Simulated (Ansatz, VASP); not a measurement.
# Hf: VASP beside Ansatz

```
CELL_PARAMETERS angstrom
2.87443 0.00000 0.00000
0.00000 2.87443 0.00000
0.00000 0.00000 2.87443
ATOMIC_POSITIONS crystal
Hf 0.50000 0.50000 0.50000
```

Alike in both runs: task single point; functional r2SCANh; k mesh 5 × 5 × 5; occupations fermi-dirac, width 0.05 eV; no spin polarisation.

|  | VASP | Ansatz |
| --- | --- | --- |
| version | VASP 6.6.1 | Ansatz 0.2.0 |
| potentials or method | VASP PAW PBE potentials, release 64 (Hf_pv) | Ansatz PAW |
| plane-wave cutoff (eV) | 520 | 500 |
| valence electrons in the cell | 10 | 26 |

Ansatz gave:

* gap on the k mesh at the Fermi level (eV): none
* pressure (GPa): 4.0

Which values does VASP return?

gap on the k mesh at the Fermi level (eV): none; pressure (GPa): 3.0.

VASP's potentials were made for PBE, not for r2SCANh. A gap of «none» marks a metal or a gap that the smearing closes. VASP's potentials hold 10 valence electrons a cell and Ansatz's 26, so a difference there can come from the potentials and not from the codes.

The k mesh is coarse, so the values compare programs but aren't converged. Spin-orbit coupling is off throughout.
